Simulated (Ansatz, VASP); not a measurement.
**One calculation of Ni, two programs**

Contents of INCAR:

```
SYSTEM = Ni
  PREC = Accurate
  ENCUT = 690
  EDIFF = 1E-6
  ISMEAR = -1
  SIGMA = 0.05
  LREAL = .False.
  LASPH = .True.
  NELM = 200
  ALGO = Normal
  ISIF = 2
  LWAVE = .False.
  LCHARG = .False.
  ISPIN = 2
  MAGMOM = 1
  LORBIT = 11
  LMAXMIX = 4
  LDAU = .True.
  LDAUTYPE = 2
  LDAUL = 2
  LDAUU = 2
  LDAUJ = 0
  LDAUPRINT = 1
  GGA = PE
  NBANDS = 19
  GGA_COMPAT = .False.
```

Contents of KPOINTS:

```
regular mesh
0
Gamma
  10 10 10
  0 0 0
```

File POSCAR:

```
Ni
1.0
    0.0000000000      1.7375729330      1.7375729330
    1.7375729330      0.0000000000      1.7375729330
    1.7375729330      1.7375729330      0.0000000000
Ni
1
Direct
    0.0000000000      0.0000000000      0.0000000000
```

Contents of input.yaml:

```yaml
crystal:
  lattice:
    - [0.0, 1.737572933, 1.737572933]
    - [1.737572933, 0.0, 1.737572933]
    - [1.737572933, 1.737572933, 0.0]
  atoms:
    - { symbol: Ni, position: [0.0, 0.0, 0.0], spin: 1.0 }
hamiltonian:
  xc: pbe
  pseudopotentials: { kind: paw }
  hubbard: { sites: [{ species: Ni, l: d, u_eff: 2.0 }] }
magnetization:
  spin_polarized: true
kpoints:
  mp_grid: { grid: [10, 10, 10] }
scf:
  occupations: { method: fermi_dirac, width: 0.05 }
  n_extra_bands: 6
output:
  forces: true
  stress: true
  eigenvalues: true
  dos: { projected: false, de: 0.05, nscf_kmesh: { grid: [15, 15, 15] } }
```

Alike in both runs: functional PBE; k mesh 10 × 10 × 10; occupations fermi-dirac, width 0.05 eV; collinear spin; Hubbard terms Ni d U = 2.0 eV.

|  | VASP | Ansatz |
| --- | --- | --- |
| version | VASP 6.6.1 | Ansatz 0.2.0 |
| potentials or method | VASP PAW PBE potentials, release 64 (Ni_sv_GW) | Ansatz PAW |
| plane-wave cutoff (eV) | 690 | 420 |
| valence electrons in the cell | 18 | 18 |
| task | single point | density of states |

```csv
,VASP,Ansatz,Ansatz less VASP
gap on the k mesh at the Fermi level (eV),none,none,-
pressure (GPa),7.0,8.9,+1.87
net moment per atom (μB),0.73,0.72,-0.009
size of the moment on the site where the two differ most (μB),0.79,0.77,-0.025
```

Site moments also hang on the region over which each program counts them. The programs project onto different local orbitals, so the same U acts differently, and such runs can settle in different states. A gap of «none» marks a metal or a gap that the smearing closes.

Noted on Ansatz's run: the magnetic or orbital state may not be the lowest.
